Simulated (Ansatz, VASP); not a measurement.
**Ta: VASP beside Ansatz**

The input INCAR:

```
SYSTEM = Ta
PREC = Accurate
ENCUT = 520
EDIFF = 1E-6
ISMEAR = -1
SIGMA = 0.08
LREAL = .FALSE.
LASPH = .TRUE.
NELM = 100
ALGO = Normal
ISIF = 2
LWAVE = .FALSE.
LCHARG = .TRUE.
GGA = PS
LELF = .TRUE.
LVHAR = .TRUE.
NBANDS = 12
```

File KPOINTS:

```
regular mesh
0
G
  17 17 17
  0 0 0
```

POSCAR

```
Ta
1.0
   -1.6512800000      1.6512800000      1.6182544000
    1.6512800000     -1.6512800000      1.6182544000
    1.6512800000      1.6512800000     -1.6182544000
Ta
1
Direct
    0.0000000000      0.0000000000      0.0000000000
```

Input for Ansatz:

```yaml
crystal:
  lattice:
    - [-1.65128, 1.65128, 1.6182544]
    - [1.65128, -1.65128, 1.6182544]
    - [1.65128, 1.65128, -1.6182544]
  atoms:
    - { symbol: Ta, position: [0.0, 0.0, 0.0] }
kpoints:
  mp_grid: { grid: [17, 17, 17] }
  band_path:
    path:
      - [0.0, 0.0, 0.0]
      - [0.0, 0.0, 0.5]
      - [-0.5, 0.5, 0.5]
      - [0.0, 0.0, 0.0]
      - [0.4901, 0.4901, -0.4901]
      - [-0.4901, 0.5099, 0.4901]
      - [-0.5, 0.5, 0.5]
      - [0.0, 0.0, 0.5]
      - [0.25, 0.25, 0.25]
    npoints: 5
scf:
  occupations: { method: fermi_dirac, width: 0.08 }
hamiltonian:
  xc: pbesol
  pseudopotentials: { kind: all_electron, lapw: { basis_error: 0.0005 } }
output:
  forces: true
  stress: true
  eigenvalues: true
```

Change from the starting cell: zz strain of -2 %.

Alike in both runs: task single point; functional PBEsol; k mesh 17 × 17 × 17; occupations fermi-dirac, width 0.08 eV; no spin polarisation.

|  | VASP | Ansatz |
| --- | --- | --- |
| version | VASP 6.6.1 | Ansatz 0.2.0 |
| potentials or method | VASP PAW PBE potentials, release 64 (Ta_pv), cutoff 520 eV | all-electron LAPW, scalar-relativistic |

```tsv
	VASP	Ansatz	Ansatz less VASP
pressure (GPa)	0.5	0.2	-0.31
traceless stress, the component that is largest in VASP (GPa)	1.52	1.52	+0.004
```

VASP's potentials were made for PBE, not for PBEsol. Ansatz ran all-electron here, and VASP with PAW potentials.

Spin-orbit coupling is off throughout.
